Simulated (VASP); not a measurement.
# Cu3As2 (P-3m1) in VASP: a series of runs

Cu3As2 is run at these levels: PBE; tasks: single point.

All numbers are computed with VASP 6.6.1; they aren't measurements. Logs are shortened: lines on timing, memory, paths and dates and some standing lists are left out, and cuts for length are marked.

### 1 The cell of the first run

Symmetry: P-3m1, No. 164, trigonal system. Conventional cell: a = 4.123 Å, b = 4.123 Å, c = 5.395 Å, α = 90.00°, β = 90.00°, γ = 120.00°. Within 3.4 Å of Cu (site symmetry -3m) lie 6 Cu at 2.60 Å and 6 As at 2.87 Å. Within 3.2 Å of Cu (site symmetry 3m) lie 5 As at 2.45 to 2.74 Å and 6 Cu at 2.60 to 3.17 Å. Within 3.3 Å of As (site symmetry 3m) lie 8 Cu at 2.45 to 2.87 Å and 3 As at 3.22 Å.

### 2 Single point, PBE (atoms taken out)

INCAR reads:

```
SYSTEM = Cu3As2
PREC     = Accurate       ! precision mode
ENCUT    = 520            ! plane-wave cutoff, eV
EDIFF    = 1E-7           ! SCF threshold, eV
ISMEAR   = 0              ! smearing method
SIGMA    = 0.1            ! smearing width, eV
LREAL    = .FALSE.        ! projectors in reciprocal space
LASPH    = .TRUE.         ! aspherical terms in the spheres
NELM     = 60             ! most SCF steps
ALGO     = Fast           ! electronic algorithm
ISIF     = 2              ! what is computed and relaxed
LWAVE    = .FALSE.        ! write WAVECAR
LCHARG   = .FALSE.        ! write CHGCAR
GGA      = PE             ! functional
NBANDS   = 30             ! bands
```

KPOINTS reads:

```
regular mesh
0
G
  12 12 6
  0 0 0
```

POSCAR reads:

```
Cu3As2
1.0
    4.1225894843      0.0000000000      0.0000000000
   -2.0612947422      3.5702672227      0.0000000000
    0.0000000000      0.0000000000      5.3946078724
Cu As
3 2
Direct
    0.0000000000      0.0000000000      0.2999953060
    0.3333333333      0.6666666667      0.4937825777
    0.6666666667      0.3333333333      0.1062179129
    0.3333333333      0.6666666667      0.0014216905
    0.6666666667      0.3333333333      0.5985825127
```

Potentials or basis: VASP PAW PBE potentials, release 64 (Cu, As).

The run is started by

```bash
cat potpaw_PBE.64/Cu/POTCAR potpaw_PBE.64/As/POTCAR > POTCAR
mpirun -np 1 vasp_std > vasp.out
```

OUTCAR:

```text
SYSTEM = Cu3As2
   PREC = Accurate
   ENCUT = 520
   EDIFF = 1E-7
   ISMEAR = 0
   LREAL = .FALSE.
   LASPH = .TRUE.
   NELM = 60
   ISIF = 2
   GGA = PE

 ion  position               nearest neighbor table
   1  0.000  0.000  0.300-   3 2.60   3 2.60   3 2.60   2 2.60   2 2.60   2 2.60
   2  0.333  0.667  0.494-   5 2.45   5 2.45   5 2.45   1 2.60   1 2.60   1 2.60   4 2.66   4 2.74

   3  0.667  0.333  0.106-   4 2.45   4 2.45   4 2.45   1 2.60   1 2.60   1 2.60   5 2.66   5 2.74

   4  0.333  0.667  0.001-   3 2.45   3 2.45   3 2.45   2 2.66   2 2.74
   5  0.667  0.333  0.599-   2 2.45   2 2.45   2 2.45   3 2.66   3 2.74

  LATTYP: Found a hexagonal cell.
 ALAT       =     4.1225894843
 C/A-ratio  =     1.3085483997

  Lattice vectors:

 A1 = (   4.1225894843,   0.0000000000,   0.0000000000)
 A2 = (  -2.0612947422,   3.5702672227,   0.0000000000)
 A3 = (   0.0000000000,   0.0000000000,   5.3946078724)

Analysis of symmetry for initial positions (statically):
=====================================================================
 Subroutine PRICEL returns:
 Original cell was already a primitive cell.

 Routine SETGRP: Setting up the symmetry group for a
 hexagonal supercell.

 Subroutine GETGRP returns: Found  6 space group operations
 (whereof  6 operations were pure point group operations)
 out of a pool of 24 trial point group operations.

The static configuration has the point symmetry C_3v.

Analysis of symmetry for dynamics (positions and initial velocities):
=====================================================================
 Subroutine PRICEL returns:
 Original cell was already a primitive cell.

 Routine SETGRP: Setting up the symmetry group for a
 hexagonal supercell.

 Subroutine GETGRP returns: Found  6 space group operations
 (whereof  6 operations were pure point group operations)
 out of a pool of 24 trial point group operations.

The dynamic configuration has the point symmetry C_3v.

 Subroutine INISYM returns: Found  6 space group operations
 (whereof  6 operations are pure point group operations),
 and found     1 'primitive' translations

----------------------------------------------------------------------------------------

                                     Primitive cell

  volume of cell :      79.4019

  direct lattice vectors                    reciprocal lattice vectors
     4.122589484  0.000000000  0.000000000     0.242565990  0.140045540  0.000000000
    -2.061294742  3.570267223  0.000000000     0.000000000  0.280091079  0.000000000
     0.000000000  0.000000000  5.394607872     0.000000000  0.000000000  0.185370285

  length of vectors
     4.122589484  4.122589484  5.394607872     0.280091079  0.280091079  0.185370285

  position of ions in fractional coordinates (direct lattice)
     0.000000000  0.000000000  0.299995306
     0.333333333  0.666666667  0.493782578
     0.666666667  0.333333333  0.106217913
     0.333333333  0.666666667  0.001421691
     0.666666667  0.333333333  0.598582513

  ion indices of the primitive-cell ions
   primitive index   ion index
                 1           1
                 2           2
                 3           3
                 4           4
                 5           5

----------------------------------------------------------------------------------------

 KPOINTS: regular mesh

Automatic generation of k-mesh.
 Grid dimensions read from file:
 generate k-points for:   12   12    6

 Generating k-lattice:

  Cartesian coordinates                     Fractional coordinates (reciprocal lattice)
     0.020213833  0.011670462  0.000000000     0.083333333  0.000000000  0.000000000
     0.000000000  0.023340923  0.000000000     0.000000000  0.083333333  0.000000000
     0.000000000  0.000000000  0.030895048     0.000000000  0.000000000  0.166666667

  Length of vectors
     0.023340923  0.023340923  0.030895048

  Shift w.r.t. Gamma in fractional coordinates (k-lattice)
     0.000000000  0.000000000  0.000000000

 Subroutine IBZKPT returns following result:
 ===========================================

 Found    100 irreducible k-points:

 Following reciprocal coordinates:
            Coordinates               Weight
  0.000000  0.000000  0.000000      1.000000
  0.083333  0.000000  0.000000      6.000000
  0.166667  0.000000  0.000000      6.000000
  0.250000  0.000000  0.000000      6.000000
  0.333333 -0.000000  0.000000      6.000000
  0.416667  0.000000  0.000000      6.000000
[... 16 lines left out ...]
  0.166667  0.000000  0.166667      6.000000
  0.000000  0.166667  0.166667      6.000000
 [... further k-points ...]
   k-points           NKPTS =    100   k-points in BZ     NKDIM =    100   number of bands    NBANDS=     30
   number of dos      NEDOS =    301   number of ions     NIONS =      5
   total plane-waves  NPLWV =  40960
   dimension x,y,z NGX =    32 NGY =   32 NGZ =   40
   dimension x,y,z NGXF=    64 NGYF=   64 NGZF=   80
   ions per type =               3   2
   NGX,Y,Z   is equivalent  to a cutoff of  12.90, 12.90, 12.33 a.u.
   NGXF,Y,Z  is equivalent  to a cutoff of  25.81, 25.81, 24.65 a.u.
 SYSTEM =  Cu3As2
   PREC   = accura    normal or accurate (medium, high low for compatibility)
   ISTART =      0    job   : 0-new  1-cont  2-samecut
   ICHARG =      2    charge: 1-file 2-atom 10-const
   ISPIN  =      1    spin polarized calculation?
   LNONCOLLINEAR =      F non collinear calculations
   LSORBIT =      F    spin-orbit coupling
   LASPH  =      T    aspherical Exc in radial PAW
   ENCUT  =  520.0 eV  38.22 Ry    6.18 a.u.   7.67  7.67 10.03*2*pi/ulx,y,z
   NELM   =     60;   NELMIN=  2; NELMDL= -5     # of ELM steps
   EDIFF  = 0.1E-06   stopping-criterion for ELM
   LREAL  =      F    real-space projection
   EDIFFG = 0.1E-05   stopping-criterion for IOM
   NSW    =      0    number of steps for IOM
   IBRION =     -1    ionic relax: 0-MD 1-quasi-New 2-CG
   NFREE  =      0    steps in history (QN), initial steepest desc. (CG)
   ISIF   =      2    stress and relaxation
   ISYM   =      2    0-nonsym 1-usesym 2-fastsym
   POTIM  = 0.5000    time-step for ionic-motion
   TEBEG  =    0.0;   TEEND  =   0.0 temperature during run
   PSTRESS=    0.0 pullay stress
   NELECT =      43.0000    total number of electrons
   NUPDOWN=      -1.0000    fix difference up-down
   EMIN   =  10.00;   EMAX   =-10.00  energy-range for DOS
   EFERMI =   0.00;   METHOD = LEGACY
   ISMEAR =     0;   SIGMA  =   0.10  broadening in eV -4-tet -1-fermi 0-gaus
   EFERMI_NEDOS =   21; number of points for ismear=-14 and -15
   IALGO  =     68    algorithm
   IMIX   =      4    mixing-type and parameters
     AMIX     =   0.40;   BMIX     =  1.00
     AMIX_MAG =   1.60;   BMIX_MAG =  1.00
  volume/ion in A,a.u.               =      15.88       107.17
  Fermi-wavevector in a.u.,A,eV,Ry     =   1.334404  2.521658 24.227006  1.780635
  Thomas-Fermi vector in A             =   2.463188
   LORBIT       =      0    0 simple, 1 ext, 2 COOP (PROOUT), +10 PAW based schemes
   GGA     = PE    functional components
   LHFCALC =     F    Hartree Fock is set to
   AEXX    =    0.0000 exact exchange contribution
   IVDW    =     0    specifies the selected vdW correction
   LEPSILON=     F    determine dielectric tensor
   LRPA    =     F    only Hartree local field effects (RPA)
 non-spin polarized calculation
 RMM-DIIS sequential band-by-band and
 Gauss-broadening in eV      SIGMA  =   0.10
  energy-cutoff  :      520.00
  volume of cell :       79.40
 maximum number of plane-waves:      2187
 NGX is ok and might be reduce to    32
   NGX = 15   NGY = 15   NGZ = 21

 number of electron      42.9999999 magnetization

 Free energy of the ion-electron system (eV)
  ---------------------------------------------------
  ext. energy  EPLUGINS =         0.00000000
  ---------------------------------------------------
  free energy    TOTEN  =       -20.00106385 eV

  energy without entropy =      -19.99059859  energy(sigma->0) =      -19.99583122

 E-fermi :   6.2054     XC(G=0): -11.1546

 val. band max:        6.1881443716   @ k =   0.0833   0.0833   0.5000
 cond. band min:       6.2083337015   @ k =   0.1667   0.1667   0.0000
 fundamental gap:      0.0201893299
 Fermi energy:         6.2054352775

 k-point     1 :       0.0000    0.0000    0.0000
  band No.  band energies     occupation
      1      -6.8949      2.00000
      2      -4.2501      2.00000
      3       0.1258      2.00000
      4       1.5928      2.00000
      5       1.5928      2.00000
      6       1.9494      2.00000
[... 22 lines left out ...]
     29      13.4429      0.00000
     30      13.7732      0.00000

 k-point     2 :       0.0833    0.0000    0.0000
  band No.  band energies     occupation
      1      -6.8339      2.00000
      2      -4.2418      2.00000
      3       0.1789      2.00000
      4       1.5622      2.00000
      5       1.6221      2.00000
      6       1.8850      2.00000
[... 22 lines left out ...]
     29      13.3921      0.00000
     30      13.9572      0.00000

 k-point     3 :       0.1667    0.0000    0.0000
  band No.  band energies     occupation
      1      -6.6549      2.00000
      2      -4.2281      2.00000
      3       0.3298      2.00000
      4       1.4346      2.00000
      5       1.7073      2.00000
      6       1.7211      2.00000
[... 22 lines left out ...]
     29      13.2468      0.00000
     30      13.5272      0.00000

 k-point     4 :       0.2500    0.0000    0.0000
  band No.  band energies     occupation
      1      -6.3721      2.00000
      2      -4.2419      2.00000
      3       0.5269      2.00000
      4       1.1276      2.00000
      5       1.6030      2.00000
      6       1.8397      2.00000
[... 616 lines left out ...]
     29      13.2720      0.00000
     30      13.3909      0.00000

 k-point    23 :       0.1667    0.0000    0.1667
  band No.  band energies     occupation
      1      -6.5426      2.00000
      2      -4.4529      2.00000
      3       0.3548      2.00000
      4       1.5500      2.00000
      5       1.6401      2.00000
      6       1.6480      2.00000
[... 22 lines left out ...]
     29      12.4908      0.00000
     30      13.4698      0.00000

 k-point    24 :       0.0000    0.1667    0.1667
  band No.  band energies     occupation
      1      -6.5412      2.00000
      2      -4.4594      2.00000
      3       0.4003      2.00000
      4       1.4987      2.00000
      5       1.7296      2.00000
      6       1.7701      2.00000
[... 22 lines left out ...]
     29      13.5437      0.00000
     30      13.9961      0.00000

 [... further k-points ...]

------------------------ aborting loop because EDIFF is reached ----------------------------------------

  FORCE on cell =-STRESS in cart. coord.  units (eV):
  Direction    XX          YY          ZZ          XY          YZ          ZX
  --------------------------------------------------------------------------------------
  -------------------------------------------------------------------------------------
  Total        0.2265347      0.2265347      0.0492961     -0.0000000      0.0000000     -0.0000000
  in kB        4.5710348      4.5710348      0.9947012     -0.0000000      0.0000000     -0.0000000
  external PRESSURE =       3.3789236 kB  Pullay stress =       0.0000000 kB

 VOLUME and BASIS-vectors are now :
 -----------------------------------------------------------------------------
  energy-cutoff  :      520.00
  volume of cell :       79.40
      direct lattice vectors                 reciprocal lattice vectors
     4.122589484  0.000000000  0.000000000     0.242565990  0.140045540  0.000000000
    -2.061294742  3.570267223  0.000000000     0.000000000  0.280091079  0.000000000
     0.000000000  0.000000000  5.394607872     0.000000000  0.000000000  0.185370285

 POSITION                                       TOTAL-FORCE (eV/Angst)
 -----------------------------------------------------------------------------------
      0.00000      0.00000      1.61836        -0.000000      0.000000      0.000080
     -0.00000      2.38018      2.66376        -0.000000     -0.000000      0.008248
      2.06129      1.19009      0.57300        -0.000000      0.000000     -0.008229
     -0.00000      2.38018      0.00767         0.000000     -0.000000     -0.021755
      2.06129      1.19009      3.22912        -0.000000      0.000000      0.021656
 -----------------------------------------------------------------------------------
    total drift:                               -0.000000      0.000000      0.000008

  FREE ENERGIE OF THE ION-ELECTRON SYSTEM (eV)
  ---------------------------------------------------
  free  energy   TOTEN  =       -20.0010638543 eV

  energy  without entropy=      -19.9905985852  energy(sigma->0) =      -19.99583122
```

It took 1.9 min on 1 thread of Intel Xeon 6975P-C (Granite Rapids), shared host; peak memory 0.34 GiB.

Results:

```
Free energy            : -20.0011 eV
Pressure               : 0.3 GPa
Largest force          : 0.022 eV/Å
Band gap on the k mesh : zero (an odd number of electrons rules out a gap without spin polarisation)
```

Forces in eV/Å, atoms in the order of the input:
```
Cu   0.000  0.000  0.000
Cu   0.000  0.000  0.008
Cu   0.000  0.000 -0.008
As   0.000  0.000 -0.022
As   0.000  0.000  0.022
```

Caveat: the cell differs from its parent crystal (atoms taken out).

(Part 1 of 2 ends here.)

The gap in the log of VASP goes by the Fermi energy; the results here count the filled bands.